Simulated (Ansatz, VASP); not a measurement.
Two plane-wave programs on SiC

```xyz
2
Lattice="0.0000 2.2775 2.2775 2.2775 0.0000 2.2775 2.2061 2.2061 0.0714" Properties=species:S:1:pos:R:3 pbc="T T T"
Si    0.0000    0.0000    0.0000
C     3.3627    3.3627    3.4698
```

Alike in both runs: task single point; functional PBE; k mesh 12 × 12 × 12; occupations gaussian, width 0.05 eV; no spin polarisation.

|  | VASP | Ansatz |
| --- | --- | --- |
| version | VASP 6.6.1 | Ansatz 0.2.0 |
| potentials or method | VASP PAW PBE potentials, release 64 (Si, C), cutoff 520 eV | scalar-relativistic, plane waves, PAW |
| valence electrons in the cell | 8 | 8 |

Ansatz gave:

| Quantity | Value |
| --- | --- |
| gap on the k mesh at the Fermi level (eV) | 1.27 |
| least direct gap on the mesh (eV) | 4.17 |
| pressure (GPa) | -12.3 |
| traceless stress, the component that is largest in VASP (GPa) | 7.23 |
| rms of the force components (eV/Å) | 0.198 |

**Question.** Estimate VASP's values.

**Answer.** gap on the k mesh at the Fermi level (eV): 1.27; least direct gap on the mesh (eV): 4.17; pressure (GPa): -12.3; traceless stress, the component that is largest in VASP (GPa): 7.25; rms of the force components (eV/Å): 0.198.

Atom by atom the forces differ by 0.000 eV/Å (rms over components). With one functional, cell and mesh, what is left measures potentials, basis and numerics.
